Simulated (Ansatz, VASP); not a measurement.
# Pt: VASP beside Ansatz

Contents of INCAR:

```
  PREC = Accurate
  ENCUT = 520
  EDIFF = 1E-6
  ISMEAR = 0
  SIGMA = 0.15
  LREAL = F
  LASPH = T
  NELM = 80
  ALGO = Normal
  ISIF = 2
  LWAVE = F
  LCHARG = T
  GGA = PS
  LELF = T
  LVHAR = T
  NBANDS = 17
```

KPOINTS

```
Automatic mesh
0
Gamma
  18 18 10
```

The input POSCAR:

```
Pt
1.0
    2.7251897179      0.0000000000      0.0000000000
   -1.3625948590      2.3600835258      0.0000000000
    0.0000000000      0.0000000000      4.5500000000
Pt
2
Direct
    0.6666666667      0.3333333333      0.7500000000
    0.3333333333      0.6666666667      0.2500000000
```

Input for Ansatz:

```yaml
crystal:
  lattice:
    - [2.7251897179, 0.0, 0.0]
    - [-1.362594859, 2.3600835258, 0.0]
    - [0.0, 0.0, 4.55]
  atoms:
    - { symbol: Pt, position: [0.6666666667, 0.3333333333, 0.75] }
    - { symbol: Pt, position: [0.3333333333, 0.6666666667, 0.25] }
basis:
  ecutwfc: 420
kpoints:
  mp_grid: { grid: [18, 18, 10] }
hamiltonian:
  xc: pbesol
scf:
  occupations: { method: gaussian, width: 0.15 }
output:
  forces: true
  stress: true
  eigenvalues: true
```

Alike in both runs: task single point; functional PBEsol; k mesh 18 × 18 × 10; occupations gaussian, width 0.15 eV; no spin polarisation.

|  | VASP | Ansatz |
| --- | --- | --- |
| version | VASP 6.6.1 | Ansatz 0.2.0 |
| potentials or method | VASP PAW PBE potentials, release 64 (Pt), cutoff 520 eV | scalar-relativistic, plane waves, PAW |
| valence electrons in the cell | 20 | 36 |

```tsv
	VASP	Ansatz	Ansatz less VASP
gap on the k mesh at the Fermi level (eV)	none	none	-
pressure (GPa)	9.8	10.2	+0.39
traceless stress, the component that is largest in VASP (GPa)	4.05	4.17	+0.116
```

VASP's potentials were made for PBE, not for PBEsol. A gap of «none» marks a metal or a gap that the smearing closes. VASP's potentials hold 20 valence electrons a cell and Ansatz's 36, so a difference there can come from the potentials and not from the codes.

Neither program's run includes spin-orbit coupling.
